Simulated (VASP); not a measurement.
# GaN (an interface model) in VASP: notebook

The runs below take GaN (an interface model) through single point, with PBE.

All numbers are computed with VASP 6.6.1; they aren't measurements. Logs are shortened: lines on timing, memory, paths and dates and some standing lists are left out, and cuts for length are marked.

### Step 1. The cell of the first run

The cell holds layers of an interface, 12 atoms: a = 3.216 Å, b = 3.216 Å, c = 15.756 Å, α = 90.00°, β = 90.00°, γ = 120.00°.

### Step 2. Single point, PBE

INCAR reads:

```
SYSTEM = GaN
PREC = Accurate
ENCUT = 520
EDIFF = 1E-7
ISMEAR = 0
SIGMA = 0.05
LREAL = .FALSE.
LASPH = .TRUE.
NELM = 80
ALGO = Normal
ISIF = 2
LWAVE = .FALSE.
LCHARG = .FALSE.
GGA = PE
NBANDS = 66
```

KPOINTS reads:

```
Automatic mesh
0
G
  12 12 2
  0 0 0
```

POSCAR reads:

```
GaN
1.0
    3.2162589205      0.0000000000      0.0000000000
   -1.6081294603      2.7853619303      0.0000000000
    0.0000000000      0.0000000000     15.7563864720
Ga N
6 6
Direct
    0.0000000000      0.0000000000      0.0000000000
    0.3333333333      0.6666666667      0.1666666667
    0.6666666667      0.3333333333      0.3333333333
    0.0000000000      0.0000000000      0.6250000000
    0.3333333333      0.6666666667      0.7916666667
    0.6666666667      0.3333333333      0.9583333333
    0.0000000000      0.0000000000      0.1250000000
    0.3333333333      0.6666666667      0.2916666667
    0.6666666667      0.3333333333      0.4583333333
    1.0000000000      0.0000000000      0.5000000000
    0.3333333333      0.6666666667      0.6666666667
    0.6666666667      0.3333333333      0.8333333333
```

Potentials or basis: VASP PAW PBE potentials, release 64 (Ga_d, N).

Run with:

```sh
cat potpaw_PBE.64/Ga_d/POTCAR potpaw_PBE.64/N/POTCAR > POTCAR
mpirun -np 1 vasp_std > vasp.out
```

OUTCAR:

```text
SYSTEM = GaN
   PREC = Accurate
   ENCUT = 520
   EDIFF = 1E-7
   ISMEAR = 0
   LREAL = .FALSE.
   LASPH = .TRUE.
   NELM = 80
   ISIF = 2
   GGA = PE

 ion  position               nearest neighbor table
   1  0.000  0.000  0.000-   6 1.97   7 1.97   6 1.97   6 1.97
   2  0.333  0.667  0.167-   7 1.97   8 1.97   7 1.97   7 1.97
   3  0.667  0.333  0.333-   8 1.97   8 1.97   8 1.97   9 1.97
   4  0.000  0.000  0.625-  11 1.97  10 1.97  11 1.97  11 1.97
   5  0.333  0.667  0.792-  12 1.97  12 1.97  12 1.97  11 1.97
   6  0.667  0.333  0.958-   1 1.97  12 1.97   1 1.97   1 1.97
   7  0.000  0.000  0.125-   2 1.97   1 1.97   2 1.97   2 1.97
   8  0.333  0.667  0.292-   3 1.97   3 1.97   3 1.97   2 1.97
   9  0.667  0.333  0.458-   3 1.97
  10  0.000  0.000  0.500-   4 1.97
  11  0.333  0.667  0.667-   4 1.97   5 1.97   4 1.97   4 1.97
  12  0.667  0.333  0.833-   5 1.97   5 1.97   5 1.97   6 1.97

  LATTYP: Found a hexagonal cell.
 ALAT       =     3.2162589205
 C/A-ratio  =     4.8989794856

  Lattice vectors:

 A1 = (   3.2162589205,   0.0000000000,   0.0000000000)
 A2 = (  -1.6081294603,   2.7853619303,   0.0000000000)
 A3 = (   0.0000000000,   0.0000000000,  15.7563864720)

Analysis of symmetry for initial positions (statically):
=====================================================================
 Subroutine PRICEL returns:
 Original cell was already a primitive cell.

 Routine SETGRP: Setting up the symmetry group for a
 hexagonal supercell.

 Subroutine GETGRP returns: Found 12 space group operations
 (whereof  6 operations were pure point group operations)
 out of a pool of 24 trial point group operations.

The static configuration has the point symmetry C_3v.
 The point group associated with its full space group is D_3d.

Analysis of symmetry for dynamics (positions and initial velocities):
=====================================================================
 Subroutine PRICEL returns:
 Original cell was already a primitive cell.

 Routine SETGRP: Setting up the symmetry group for a
 hexagonal supercell.

 Subroutine GETGRP returns: Found 12 space group operations
 (whereof  6 operations were pure point group operations)
 out of a pool of 24 trial point group operations.

The dynamic configuration has the point symmetry C_3v.
 The point group associated with its full space group is D_3d.

[... 121 lines left out ...]
   NSW    =      0    number of steps for IOM
   IBRION =     -1    ionic relax: 0-MD 1-quasi-New 2-CG
   NFREE  =      0    steps in history (QN), initial steepest desc. (CG)
   ISIF   =      2    stress and relaxation
   ISYM   =      2    0-nonsym 1-usesym 2-fastsym
   POTIM  = 0.5000    time-step for ionic-motion
   TEBEG  =    0.0;   TEEND  =   0.0 temperature during run
   PSTRESS=    0.0 pullay stress
   NELECT =     108.0000    total number of electrons
   NUPDOWN=      -1.0000    fix difference up-down
   EMIN   =  10.00;   EMAX   =-10.00  energy-range for DOS
   EFERMI =   0.00;   METHOD = LEGACY
   ISMEAR =     0;   SIGMA  =   0.05  broadening in eV -4-tet -1-fermi 0-gaus
   EFERMI_NEDOS =   21; number of points for ismear=-14 and -15
   IALGO  =     38    algorithm
   IMIX   =      4    mixing-type and parameters
     AMIX     =   0.40;   BMIX     =  1.00
     AMIX_MAG =   1.60;   BMIX_MAG =  1.00
  volume/ion in A,a.u.               =      11.76        79.38
  Fermi-wavevector in a.u.,A,eV,Ry     =   1.497337  2.829557 30.504523  2.242019
  Thomas-Fermi vector in A             =   2.609238
   LORBIT       =      0    0 simple, 1 ext, 2 COOP (PROOUT), +10 PAW based schemes
   GGA     = PE    functional components
   LHFCALC =     F    Hartree Fock is set to
   AEXX    =    0.0000 exact exchange contribution
   IVDW    =     0    specifies the selected vdW correction
   LEPSILON=     F    determine dielectric tensor
   LRPA    =     F    only Hartree local field effects (RPA)
 non-spin polarized calculation
 Gauss-broadening in eV      SIGMA  =   0.05
  energy-cutoff  :      520.00
  volume of cell :      141.15
 maximum number of plane-waves:      3846
 NGX is ok and might be reduce to    24
   NGX = 11   NGY = 11   NGZ = 59

 number of electron     107.9999862 magnetization

 Free energy of the ion-electron system (eV)
  ---------------------------------------------------
  ext. energy  EPLUGINS =         0.00000000
  ---------------------------------------------------
  free energy    TOTEN  =       -60.06351994 eV

  energy without entropy =      -60.05838655  energy(sigma->0) =      -60.06095324

 E-fermi :   6.5199     XC(G=0): -11.5373

 val. band max:        6.5149435378   @ k =   0.4167   0.0833   0.5000
 cond. band min:       6.5230538473   @ k =   0.4167   0.0833   0.0000
 fundamental gap:      0.0081103095
 Fermi energy:         6.5199238352

 k-point     1 :       0.0000    0.0000    0.0000
  band No.  band energies     occupation
      1     -11.1228      2.00000
      2     -10.6902      2.00000
      3     -10.6122      2.00000
      4     -10.5388      2.00000
      5     -10.5388      2.00000
      6     -10.2698      2.00000
[... 1645 lines left out ...]
     65      12.7589      0.00000
     66      12.8222      0.00000

 [... further k-points ...]
[... 5 lines left out ...]
  --------------------------------------------------------------------------------------
  -------------------------------------------------------------------------------------
  Total       21.8478235     21.8478235      6.9096786     -0.0000000      0.0000000     -0.0000000
  in kB      247.9873327    247.9873327     78.4294497     -0.0000000      0.0000000     -0.0000000
  external PRESSURE =     191.4680384 kB  Pullay stress =       0.0000000 kB

 VOLUME and BASIS-vectors are now :
 -----------------------------------------------------------------------------
  energy-cutoff  :      520.00
  volume of cell :      141.15
      direct lattice vectors                 reciprocal lattice vectors
     3.216258921  0.000000000  0.000000000     0.310920241  0.179509885  0.000000000
    -1.608129460  2.785361930  0.000000000     0.000000000  0.359019770  0.000000000
     0.000000000  0.000000000 15.756386472     0.000000000  0.000000000  0.063466329

 POSITION                                       TOTAL-FORCE (eV/Angst)
 -----------------------------------------------------------------------------------
      0.00000      0.00000      0.00000        -0.000000      0.000000      9.012890
     -0.00000      1.85691      2.62606        -0.000000      0.000000      0.090494
      1.60813      0.92845      5.25213         0.000000      0.000000     -0.058650
      0.00000      0.00000      9.84774        -0.000000      0.000000      0.058650
     -0.00000      1.85691     12.47381         0.000000      0.000000     -0.090494
      1.60813      0.92845     15.09987         0.000000      0.000000     -9.012890
      0.00000      0.00000      1.96955         0.000000      0.000000      0.478712
     -0.00000      1.85691      4.59561        -0.000000      0.000000      0.106800
      1.60813      0.92845      7.22168         0.000000     -0.000000      3.489675
      0.00000      0.00000      7.87819        -0.000000      0.000000     -3.489675
     -0.00000      1.85691     10.50426         0.000000     -0.000000     -0.106800
      1.60813      0.92845     13.13032        -0.000000     -0.000000     -0.478712
 -----------------------------------------------------------------------------------
    total drift:                               -0.000000      0.000000     -0.000001

  FREE ENERGIE OF THE ION-ELECTRON SYSTEM (eV)
  ---------------------------------------------------
  free  energy   TOTEN  =       -60.0635199364 eV

  energy  without entropy=      -60.0583865463  energy(sigma->0) =      -60.06095324
```

Run time: 7.7 min. Hardware: 1 thread of AMD EPYC 9R45 (Zen 5), shared host; peak memory 0.36 GiB.

Results:

```yaml
Free_energy: -60.0635 eV
Pressure: 19.1 GPa
Largest_force: 9.013 eV/Å
Band_gap_on_the_k_mesh: zero (bands 54 and 55 overlap by 0.94 eV)
```

Forces in eV/Å, atoms in the order of the input:
```
Ga   0.000  0.000  9.013
Ga   0.000  0.000  0.090
Ga   0.000  0.000 -0.059
Ga   0.000  0.000  0.059
Ga   0.000  0.000 -0.090
Ga   0.000  0.000 -9.013
N    0.000  0.000  0.479
N    0.000  0.000  0.107
N    0.000  0.000  3.490
N    0.000  0.000 -3.490
N    0.000  0.000 -0.107
N    0.000  0.000 -0.479
```

Stress tensor (GPa, compression positive):
```
24.80  0.00  0.00
 0.00 24.80  0.00
 0.00  0.00  7.84
```

Levels at points of the mesh, in eV from the Fermi level:
```tsv
k point	band 52	band 53	band 54	band 55	band 56	band 57
(0.00, 0.00, 0.00)	-1.92	-1.48	0.29	0.91	0.91	1.40
(0.50, 0.00, 0.00)	-3.06	-2.51	-0.82	0.74	1.50	2.32
(0.00, 0.00, 0.50)	-1.89	-1.83	0.30	0.91	0.91	1.47
(0.50, 0.00, 0.50)	-2.97	-2.88	-0.78	0.74	1.59	2.32
```

### Step 3. Single point, PBE

This run uses another cell than the first one, of 12.36 Å³/atom.

INCAR reads:

```
PREC = Accurate ; ENCUT = 520
EDIFF = 1E-6 ; ISMEAR = 0
SIGMA = 0.05 ; LREAL = False
LASPH = True ; NELM = 60
ALGO = Normal ; ISIF = 2
LWAVE = False ; LCHARG = False
GGA = PE ; NBANDS = 66
```

KPOINTS reads:

```
Automatic mesh
0
Gamma
  12 12 2
```

POSCAR reads:

```
GaN
1.0
    3.2162589205      0.0000000000      0.0000000000
   -1.6081294603      2.7853619303      0.0000000000
    0.0000000000      0.0000000000     16.5568818772
Ga N
6 6
Direct
    0.0000000000      0.0000000000      0.0351733845
    0.3333333333      0.6666666667      0.1952426325
    0.6666666667      0.3333333333      0.3535952049
    0.0000000000      0.0000000000      0.6047381284
    0.3333333333      0.6666666667      0.7630907008
    0.6666666667      0.3333333333      0.9231599488
    0.0000000000      0.0000000000      0.1537342745
    0.3333333333      0.6666666667      0.3123656510
    0.6666666667      0.3333333333      0.4713571884
    1.0000000000      0.0000000000      0.4869761450
    0.3333333333      0.6666666667      0.6459676824
    0.6666666667      0.3333333333      0.8045990589
```

Potentials or basis: VASP PAW PBE potentials, release 64 (Ga_d, N).

Run with:

```sh
cat potpaw_PBE.64/Ga_d/POTCAR potpaw_PBE.64/N/POTCAR > POTCAR
mpirun -np 1 vasp_std > vasp.out
```

Run time: 6.3 min. Hardware: 1 thread of AMD EPYC 9R45 (Zen 5), shared host; peak memory 0.37 GiB.

It converged, with:

```
Free energy            : -65.4738 eV
Pressure               : 0.3 GPa
Largest force          : 0.010 eV/Å
Band gap on the k mesh : zero (bands 54 and 55 overlap by 0.15 eV)
```

Forces on the atoms (eV/Å):
```
Ga   0.000  0.000 -0.008
Ga   0.000  0.000  0.003
Ga   0.000  0.000  0.004
Ga   0.000  0.000 -0.004
Ga   0.000  0.000 -0.003
Ga   0.000  0.000  0.008
N    0.000  0.000  0.010
N    0.000  0.000 -0.001
N    0.000  0.000 -0.002
N    0.000  0.000  0.002
N    0.000  0.000  0.001
N    0.000  0.000 -0.010
```

Stress tensor (GPa, compression positive):
```
0.38 0.00 0.00
0.00 0.38 0.00
0.00 0.00 0.17
```

Levels at points of the mesh, in eV from the Fermi level:
| k point | band 52 | band 53 | band 54 | band 55 | band 56 | band 57 |
| --- | --- | --- | --- | --- | --- | --- |
| (0.00, 0.00, 0.00) | -1.54 | -0.66 | -0.35 | 1.17 | 2.01 | 2.01 |
| (0.50, 0.00, 0.00) | -2.61 | -2.06 | -1.22 | 0.64 | 1.43 | 3.16 |
| (0.00, 0.00, 0.50) | -1.54 | -1.43 | 0.17 | 1.14 | 2.01 | 2.01 |
| (0.50, 0.00, 0.50) | -2.60 | -2.19 | -1.19 | 0.69 | 1.44 | 2.89 |
